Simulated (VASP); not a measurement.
# Si24O47 (a cell with a defect) in VASP: notebook

Si24O47 (a cell with a defect) is run at these levels: PBEsol; tasks: single point.

Everything below comes from runs of VASP 6.6.1. Logs are shortened: lines on timing, memory, paths and dates and some standing lists are left out, and cuts for length are marked.

### 1 The cell of the first run

The cell holds a defect, 71 atoms: a = 8.389 Å, b = 8.389 Å, c = 8.036 Å, α = 90.00°, β = 90.00°, γ = 90.00°.

### 2 Single point, PBEsol

File INCAR:

```
SYSTEM = Si24O47
ALGO = Normal
EDIFF = 1E-7
ENCUT = 520
GGA = PS
ISIF = 2
ISMEAR = -1
ISYM = 0
LASPH = .True.
LCHARG = .False.
LREAL = Auto
LWAVE = .False.
NBANDS = 230
NELM = 60
PREC = Accurate
SIGMA = 0.05
```

File KPOINTS:

```
Automatic mesh
0
Gamma
  1 1 1
  0.25 0.25 0.25
```

File POSCAR:

```
Si24O47
1.0
    8.3886930000      0.0000000000      0.0000000000
    0.0000000000      8.3886930000      0.0000000000
    0.0000000000      0.0000000000      8.0356430000
Si O
24 47
Direct
    0.0007200000      0.0002600000      0.0001900000
    0.0014700000      0.9996300000      0.3334300000
    0.0007200000      0.0002400000      0.6666800000
    0.9988800000      0.4982300000      0.9999500000
    0.0057600000      0.5050800000      0.3333400000
    0.9988400000      0.4981800000      0.6667400000
    0.5027600000      0.0020900000      0.0001500000
    0.4992600000      0.9985700000      0.3334100000
    0.5026500000      0.0020000000      0.6667300000
    0.5009000000      0.5000500000      0.0001900000
    0.5003200000      0.5008200000      0.3334100000
    0.5008900000      0.5000500000      0.6666800000
    0.2513700000      0.2485300000      0.1670400000
    0.2514000000      0.2485100000      0.4997600000
    0.2508100000      0.2501500000      0.8334100000
    0.2514100000      0.7507400000      0.1654600000
    0.2513900000      0.7507000000      0.5013400000
    0.2501900000      0.7495100000      0.8334000000
    0.7542700000      0.2536200000      0.1760500000
    0.7540100000      0.2533600000      0.4911100000
    0.7499000000      0.2492800000      0.8335100000
    0.7492100000      0.7506900000      0.1670300000
    0.7492000000      0.7507100000      0.4997700000
    0.7508100000      0.7501300000      0.8334100000
    0.1536400000      0.1530600000      0.9999000000
    0.1550200000      0.1516600000      0.3334100000
    0.1536600000      0.1530800000      0.6668800000
    0.1527100000      0.6520400000      0.0008300000
    0.1543600000      0.6537300000      0.3333800000
    0.1527200000      0.6520800000      0.6659200000
    0.6549900000      0.1543500000      0.0026500000
    0.6494900000      0.1488400000      0.3334300000
    0.6548300000      0.1542000000      0.6643900000
    0.6537100000      0.6529600000      0.9998900000
    0.6523400000      0.6543300000      0.3334300000
    0.6537300000      0.6530100000      0.6668900000
    0.3470500000      0.3473600000      0.0009700000
    0.3471800000      0.3471000000      0.3334100000
    0.3471900000      0.3473200000      0.6658500000
    0.3476300000      0.8469500000      0.9992800000
    0.3473500000      0.8466900000      0.3334300000
    0.3476300000      0.8469600000      0.6675800000
    0.8482100000      0.3476100000      0.0001600000
    0.5983300000      0.4047500000      0.4983000000
    0.8479900000      0.3473600000      0.6666300000
    0.8480100000      0.8463800000      0.0009700000
    0.8477500000      0.8465400000      0.3334300000
    0.8479700000      0.8465300000      0.6658500000
    0.0947500000      0.4008500000      0.1689500000
    0.0947300000      0.4008700000      0.4977800000
    0.0978000000      0.4028500000      0.8333100000
    0.0979700000      0.9025200000      0.1666200000
    0.0979500000      0.9025600000      0.5002300000
    0.0972000000      0.9026000000      0.8334100000
    0.5982800000      0.4048200000      0.1685400000
    0.5971500000      0.4029100000      0.8334600000
    0.5967100000      0.9019400000      0.1662100000
    0.5967100000      0.9019500000      0.5006100000
    0.5987900000      0.9040500000      0.8334600000
    0.4026100000      0.0960500000      0.1662100000
    0.4026100000      0.0960700000      0.5006200000
    0.4047000000      0.0981300000      0.8334600000
    0.4031900000      0.5973200000      0.1666200000
    0.4032000000      0.5972900000      0.5002200000
    0.4032200000      0.5965500000      0.8334200000
    0.9054700000      0.0976400000      0.1685400000
    0.9053900000      0.0976800000      0.4983000000
    0.9035600000      0.0965100000      0.8334500000
    0.9014900000      0.5941100000      0.1689600000
    0.9015000000      0.5940900000      0.4977800000
    0.9035000000      0.5971400000      0.8333100000
```

Potentials or basis: VASP PAW PBE potentials, release 64 (Si, O).

On the command line:

```bash
$ cat potpaw_PBE.64/Si/POTCAR potpaw_PBE.64/O/POTCAR > POTCAR
$ mpirun -np 1 vasp_std > vasp.out
```

OUTCAR:

```text
SYSTEM = Si24O47
   EDIFF = 1E-7
   ENCUT = 520
   GGA = PS
   ISIF = 2
   ISMEAR = -1
   ISYM = 0
   LASPH = .True.
   LREAL = Auto
   NELM = 60
   PREC = Accurate

 ion  position               nearest neighbor table
   1  0.001  0.000  0.000-  68 1.76  54 1.77  52 1.77  66 1.77  25 1.81  46 1.82   2 2.68   3 2.68

   2  0.001  1.000  0.333-  66 1.76  67 1.76  53 1.76  52 1.77  26 1.81  47 1.82   1 2.68   3 2.68

   3  0.001  0.000  0.667-  68 1.76  54 1.77  53 1.77  67 1.77  27 1.81  48 1.82   2 2.68   1 2.68

   4  0.999  0.498  1.000-  71 1.77  51 1.77  49 1.78  69 1.78  43 1.79  28 1.82   6 2.68   5 2.68

   5  0.006  0.505  0.333-  49 1.75  50 1.75  69 1.75  70 1.75  29 1.76   4 2.68   6 2.68
   6  0.999  0.498  0.667-  51 1.77  71 1.77  50 1.78  70 1.78  45 1.79  30 1.83   4 2.68   5 2.68

   7  0.503  0.002  0.000-  57 1.76  60 1.76  59 1.77  62 1.77  31 1.81  40 1.84   8 2.68   9 2.68

   8  0.499  0.999  0.333-  58 1.77  57 1.77  60 1.77  61 1.77  32 1.78  41 1.80   7 2.68   9 2.68

   9  0.503  0.002  0.667-  61 1.76  58 1.76  62 1.77  59 1.77  33 1.81  42 1.84   8 2.68   7 2.68

  10  0.501  0.500  0.000-  56 1.76  65 1.77  63 1.77  55 1.77  34 1.81  37 1.82  11 2.68  12 2.68

  11  0.500  0.501  0.333-  55 1.75  44 1.76  64 1.77  63 1.77  35 1.81  38 1.82  10 2.68  12 2.68

  12  0.501  0.500  0.667-  56 1.76  65 1.77  64 1.77  44 1.77  36 1.81  39 1.82  11 2.68  10 2.68

  13  0.251  0.249  0.167-  26 1.76  37 1.76  38 1.77  25 1.77  60 1.80  49 1.83  14 2.67  15 2.68

  14  0.251  0.249  0.500-  26 1.76  39 1.76  38 1.77  27 1.77  61 1.80  50 1.83  13 2.67  15 2.68

  15  0.251  0.250  0.833-  25 1.77  27 1.77  37 1.77  39 1.77  51 1.81  62 1.81  13 2.68  14 2.68

  16  0.251  0.751  0.165-  40 1.76  41 1.77  28 1.77  29 1.77  63 1.81  52 1.81  18 2.67  17 2.70
[... 60 lines left out ...]
  70  0.901  0.594  0.498-   5 1.75   6 1.78  23 1.83
  71  0.904  0.597  0.833-   6 1.77   4 1.77  24 1.81

IMPORTANT INFORMATION: All symmetrisations will be switched off!
NOSYMM: (Re-)initialisation of all symmetry stuff for point group C_1.

----------------------------------------------------------------------------------------

                                     Primitive cell

  volume of cell :     565.4696

  direct lattice vectors                    reciprocal lattice vectors
     8.388693000  0.000000000  0.000000000     0.119208082  0.000000000  0.000000000
     0.000000000  8.388693000  0.000000000     0.000000000  0.119208082  0.000000000
     0.000000000  0.000000000  8.035643000     0.000000000  0.000000000  0.124445548

  length of vectors
     8.388693000  8.388693000  8.035643000     0.119208082  0.119208082  0.124445548

  position of ions in fractional coordinates (direct lattice)
     0.000720000  0.000260000  0.000190000
     0.001470000  0.999630000  0.333430000
     0.000720000  0.000240000  0.666680000
     0.998880000  0.498230000  0.999950000
     0.005760000  0.505080000  0.333340000
     0.998840000  0.498180000  0.666740000
[... 63 lines left out ...]
     0.901500000  0.594090000  0.497780000
     0.903500000  0.597140000  0.833310000

  ion indices of the primitive-cell ions
   primitive index   ion index
                 1           1
                 2           2
                 3           3
                 4           4
                 5           5
                 6           6
[... 63 lines left out ...]
                70          70
                71          71

----------------------------------------------------------------------------------------

 KPOINTS: Automatic mesh

Automatic generation of k-mesh.
 Grid dimensions read from file:
 generate k-points for:    1    1    1

 Generating k-lattice:

  Cartesian coordinates                     Fractional coordinates (reciprocal lattice)
     0.119208082  0.000000000  0.000000000     1.000000000  0.000000000  0.000000000
     0.000000000  0.119208082  0.000000000     0.000000000  1.000000000  0.000000000
[... 45 lines left out ...]
   TEBEG  =    0.0;   TEEND  =   0.0 temperature during run
   PSTRESS=    0.0 pullay stress
   NELECT =     378.0000    total number of electrons
   NUPDOWN=      -1.0000    fix difference up-down
   EMIN   =  10.00;   EMAX   =-10.00  energy-range for DOS
   EFERMI =   0.00;   METHOD = LEGACY
   ISMEAR =    -1;   SIGMA  =   0.05  broadening in eV -4-tet -1-fermi 0-gaus
   EFERMI_NEDOS =   21; number of points for ismear=-14 and -15
   IALGO  =     38    algorithm
   IMIX   =      4    mixing-type and parameters
     AMIX     =   0.40;   BMIX     =  1.00
     AMIX_MAG =   1.60;   BMIX_MAG =  1.00
  volume/ion in A,a.u.               =       7.96        53.75
  Fermi-wavevector in a.u.,A,eV,Ry     =   1.431426  2.705004 27.878086  2.048982
  Thomas-Fermi vector in A             =   2.551164
   LORBIT       =      0    0 simple, 1 ext, 2 COOP (PROOUT), +10 PAW based schemes
   GGA     = PS    functional components
   LHFCALC =     F    Hartree Fock is set to
   AEXX    =    0.0000 exact exchange contribution
   IVDW    =     0    specifies the selected vdW correction
   LEPSILON=     F    determine dielectric tensor
   LRPA    =     F    only Hartree local field effects (RPA)
 non-spin polarized calculation
  energy-cutoff  :      520.00
  volume of cell :      565.47
 maximum number of plane-waves:     15222
 NGX is ok and might be reduce to    64
   NGX = 31   NGY = 31   NGZ = 29

 number of electron     377.9999821 magnetization

 Free energy of the ion-electron system (eV)
  ---------------------------------------------------
  ext. energy  EPLUGINS =         0.00000000
  ---------------------------------------------------
  free energy    TOTEN  =      -576.18843766 eV

  energy without entropy =     -576.18843766  energy(sigma->0) =     -576.18843766

 E-fermi :  10.1357     XC(G=0): -12.4050

 val. band max:        8.8966995273   @ k =   0.2500  -0.2500   0.2500
 cond. band min:      13.0838401844   @ k =  -0.2500  -0.2500   0.2500
 fundamental gap:      4.1871406572
 Fermi energy:        10.1357284362

 k-point     1 :       0.2500    0.2500    0.2500
  band No.  band energies     occupation
      1     -14.2668      2.00000
      2     -13.7030      2.00000
      3     -13.6274      2.00000
      4     -13.5342      2.00000
      5     -13.1489      2.00000
      6     -13.0639      2.00000
[... 805 lines left out ...]
    200      15.6878      0.00000
    201      15.7515      0.00000
 [bands above 201 left out]

------------------------ aborting loop because EDIFF is reached ----------------------------------------

  FORCE on cell =-STRESS in cart. coord.  units (eV):
  Direction    XX          YY          ZZ          XY          YZ          ZX
  --------------------------------------------------------------------------------------
  -------------------------------------------------------------------------------------
  Total        1.4983894      1.4966582     -1.7207072     -1.3094841     -0.0320946     -0.0304846
  in kB        4.2454724      4.2405674     -4.8753783     -3.7102364     -0.0909356     -0.0863736
  external PRESSURE =       1.2035538 kB  Pullay stress =       0.0000000 kB

 VOLUME and BASIS-vectors are now :
 -----------------------------------------------------------------------------
  energy-cutoff  :      520.00
  volume of cell :      565.47
      direct lattice vectors                 reciprocal lattice vectors
     8.388693000  0.000000000  0.000000000     0.119208082  0.000000000  0.000000000
     0.000000000  8.388693000  0.000000000     0.000000000  0.119208082  0.000000000
     0.000000000  0.000000000  8.035643000     0.000000000  0.000000000  0.124445548

 POSITION                                       TOTAL-FORCE (eV/Angst)
 -----------------------------------------------------------------------------------
      0.00604      0.00218      0.00153        -0.001351      0.001270      0.000770
      0.01233      8.38559      2.67932         0.004442     -0.007366     -0.000642
      0.00604      0.00201      5.35720        -0.005625      0.010124     -0.005637
      8.37930      4.17950      8.03524         0.006771      0.005151      0.001202
      0.04832      4.23696      2.67860        -0.024297     -0.016566      0.003397
      8.37896      4.17908      5.35768        -0.000485     -0.000051     -0.002379
[... 63 lines left out ...]
      7.56241      4.98364      3.99998        -0.025104      0.022281      0.007765
      7.57918      5.00922      6.69618        -0.026505      0.026849      0.004125
 -----------------------------------------------------------------------------------
    total drift:                               -0.042941      0.012307     -0.003568

  FREE ENERGIE OF THE ION-ELECTRON SYSTEM (eV)
  ---------------------------------------------------
  free  energy   TOTEN  =      -576.1884376628 eV

  energy  without entropy=     -576.1884376627  energy(sigma->0) =     -576.18843766
```

Run time: 13 min. Hardware: 1 thread of Oxide Virtual Turin-like, shared host; peak memory 0.67 GiB.

Results:

```
Free energy            : -576.1884 eV
Pressure               : 0.1 GPa
Largest force          : 0.048 eV/Å
Band gap on the k mesh : 4.19 eV
```

Forces in eV/Å, atoms in the order of the input:
```
Si  -0.001  0.001  0.001
Si   0.004 -0.007 -0.001
Si  -0.006  0.010 -0.006
Si   0.007  0.005  0.001
Si  -0.024 -0.017  0.003
Si   0.000  0.000 -0.002
Si  -0.005 -0.005  0.003
Si  -0.014 -0.010  0.003
Si   0.001 -0.002 -0.004
Si   0.002  0.002  0.001
Si  -0.012  0.003  0.004
Si   0.009 -0.003 -0.006
Si  -0.007 -0.001 -0.002
Si  -0.004  0.003  0.004
Si   0.000  0.002 -0.003
Si  -0.004 -0.004  0.013
Si  -0.002  0.002 -0.014
Si   0.001  0.005  0.005
Si   0.015  0.014  0.005
Si   0.018  0.017 -0.027
Si   0.003 -0.004 -0.001
Si  -0.002 -0.006  0.002
Si   0.002 -0.002  0.004
Si   0.002  0.004 -0.003
O   -0.026 -0.020  0.004
O   -0.026 -0.015  0.000
O   -0.027 -0.022  0.002
O   -0.022 -0.018  0.004
O   -0.007 -0.008  0.002
O   -0.025 -0.024  0.000
O   -0.017 -0.020  0.012
O   -0.015 -0.016  0.003
O   -0.009 -0.012 -0.017
O   -0.021 -0.022  0.005
O   -0.018 -0.022 -0.004
O   -0.027 -0.029  0.001
O    0.031  0.026 -0.001
O    0.029  0.026 -0.002
O    0.014  0.021  0.001
O    0.026  0.031 -0.008
O    0.030  0.033 -0.001
O    0.027  0.030  0.000
O   -0.003 -0.007  0.009
O    0.019 -0.025  0.006
O    0.034  0.034 -0.002
O    0.025  0.034  0.000
O    0.024  0.027 -0.005
O    0.021  0.015  0.001
O    0.029 -0.025 -0.003
O    0.029 -0.033  0.008
O    0.025 -0.027  0.004
O    0.024 -0.028 -0.004
O    0.027 -0.033  0.002
O    0.026 -0.029  0.001
O    0.031 -0.033 -0.003
O    0.024 -0.024 -0.004
O    0.024 -0.020  0.006
O    0.019 -0.019 -0.002
O    0.023 -0.029 -0.001
O   -0.019  0.022  0.006
O   -0.018  0.015 -0.006
O   -0.027  0.021 -0.001
O   -0.030  0.022 -0.002
O   -0.030  0.024  0.000
O   -0.025  0.024 -0.002
O   -0.031  0.028 -0.005
O   -0.021  0.019  0.009
O   -0.027  0.027  0.000
O   -0.020  0.024 -0.003
O   -0.025  0.022  0.008
O   -0.027  0.027  0.004
```

Levels at points of the mesh, in eV from the valence-band top:
| k point | band 186 | band 187 | band 188 | band 189 | band 190 | band 191 | band 192 | band 193 |
| --- | --- | --- | --- | --- | --- | --- | --- | --- |
| (0.25, 0.25, 0.25) | -1.92 | -1.82 | -1.32 | 0.00 | 4.19 | 4.36 | 5.39 | 6.04 |

Caveat: the PAW data sets were made with another functional, which shifts forces and pressure a little.

(Part 1 of 2 ends here.)
